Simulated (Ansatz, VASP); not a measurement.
**Al3Bi2O: VASP beside Ansatz**

INCAR

```
PREC = Accurate ; ENCUT = 600
EDIFF = 1E-6 ; ISMEAR = 0
SIGMA = 0.1 ; LREAL = F
LASPH = T ; NELM = 100
ALGO = Normal ; ISIF = 3
LWAVE = F ; LCHARG = F
GGA = PE ; IBRION = 2
NSW = 100 ; EDIFFG = -0.01
```

Contents of KPOINTS:

```
regular mesh
0
Gamma
  4 8 8
```

File POSCAR:

```
Al3Bi2O
1.0
    9.4895187360      0.0000000000      0.0000000000
    0.0000000000      2.0769650580      3.9006784316
    0.0000000000     -2.0769650580      3.9006784316
Al Bi O
3 2 1
Direct
    0.6575470949      0.7887389240      0.7887389240
    0.3424529051      0.7887389240      0.7887389240
    0.5000000000      0.0801838439      0.0801838439
    0.8088163224      0.1267467365      0.1267467365
    0.1911836776      0.1267467365      0.1267467365
    0.5000000000      0.6437206650      0.6437206650
```

Input for Ansatz:

```yaml
crystal:
  lattice:
    - [9.489518736, 0.0, 0.0]
    - [0.0, 2.076965058, 3.9006784316]
    - [0.0, -2.076965058, 3.9006784316]
  atoms:
    - { symbol: Al, position: [0.6575470949, 0.788738924, 0.788738924] }
    - { symbol: Al, position: [0.3424529051, 0.788738924, 0.788738924] }
    - { symbol: Al, position: [0.5, 0.0801838439, 0.0801838439] }
    - { symbol: Bi, position: [0.8088163224, 0.1267467365, 0.1267467365] }
    - { symbol: Bi, position: [0.1911836776, 0.1267467365, 0.1267467365] }
    - { symbol: O, position: [0.5, 0.643720665, 0.643720665] }
basis:
  ecutwfc: 420
kpoints:
  mp_grid: { grid: [4, 8, 8] }
hamiltonian:
  xc: pbe
scf:
  occupations: { method: gaussian, width: 0.1 }
output:
  forces: true
  stress: true
  eigenvalues: true
relax:
  adjacent_minimum: "off"
  f_tol: 0.01
  max_steps: 80
  cell: { stress_tol: 0.05 }
```

Alike in both runs: task relaxation of cell and atoms; functional PBE; k mesh 4 × 8 × 8; occupations gaussian, width 0.1 eV; no spin polarisation.

|  | VASP | Ansatz |
| --- | --- | --- |
| version | VASP 6.6.1 | Ansatz 0.2.0 |
| potentials or method | VASP PAW PBE potentials, release 64 (Al, Bi_d, O), cutoff 600 eV | scalar-relativistic, plane waves, PAW |
| valence electrons in the cell | 45 | 45 |

Ansatz gave:

| Property | Result |
| --- | --- |
| gap on the k mesh at the Fermi level, each at its own relaxed structure (eV) | none |
| relaxed volume (Å³/atom) | 23.88 |
| relaxed length of the cell vector where the two differ most in proportion (Å) | 10.277 |

**Question.** Which values does VASP return?

**Answer.** gap on the k mesh at the Fermi level, each at its own relaxed structure (eV): none; relaxed volume (Å³/atom): 23.81; relaxed length of the cell vector where the two differ most in proportion (Å): 10.257.

A gap of «none» marks a metal or a gap that the smearing closes.

Spin-orbit coupling is off throughout.
